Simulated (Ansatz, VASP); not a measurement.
## Two plane-wave programs on Ga

```
CELL_PARAMETERS angstrom
2.85326 0.00000 0.00000
-1.42663 2.47099 0.00000
0.00000 0.00000 4.50461
ATOMIC_POSITIONS crystal
Ga 0.33333 0.66667 0.25000
Ga 0.66667 0.33333 0.75000
```

Alike in both runs: task single point; functional LDA; k mesh 14 × 14 × 8; occupations fermi-dirac, width 0.1 eV; no spin polarisation.

|  | VASP | Ansatz |
| --- | --- | --- |
| version | VASP 6.6.1 | Ansatz 0.2.0 |
| potentials or method | VASP PAW LDA potentials, release 64 (Ga_d), cutoff 520 eV | plane waves (420 eV) with PAW, scalar-relativistic |
| valence electrons in the cell | 26 | 26 |

Ansatz gave:

- pressure (GPa): 6.7
- traceless stress, the component that is largest in VASP (GPa): 0.45

Estimate VASP's values.

pressure (GPa): 6.8; traceless stress, the component that is largest in VASP (GPa): 0.46.

Ansatz warns that its potentials were made for another functional, while VASP's fit it. LDA's correlation is that of Perdew and Zunger in VASP and of Perdew and Wang (1992) in Ansatz.
